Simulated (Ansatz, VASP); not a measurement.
# Y in VASP and in Ansatz

```
Y
1.0
     0.00000    2.38560    2.58440
     2.38560    0.00000    2.58440
     2.38560    2.38560    0.00000
Y
1
Cartesian
  0.0000 0.0000 0.0000
```

Change from the starting cell: strain -0.040 along x and y, +0.040 along z, atoms carried along.

Alike in both runs: task single point; functional PBEsol; k mesh 16 × 16 × 16; occupations gaussian, width 0.15 eV; no spin polarisation.

```csv
,VASP,Ansatz
version,VASP 6.6.1,Ansatz 0.2.0
potentials or method,"VASP PAW PBE potentials, release 64 (Y_sv), cutoff 520 eV","scalar-relativistic, plane waves, PAW"
valence electrons in the cell,11,11
```

|  | VASP | Ansatz | Ansatz less VASP |
| --- | --- | --- | --- |
| gap on the k mesh at the Fermi level (eV) | none | none | - |
| pressure (GPa) | 1.9 | 2.1 | +0.18 |
| traceless stress, the component that is largest in VASP (GPa) | -1.86 | -1.84 | +0.022 |

VASP's potentials were made for PBE, not for PBEsol. A gap of «none» marks a metal or a gap that the smearing closes.
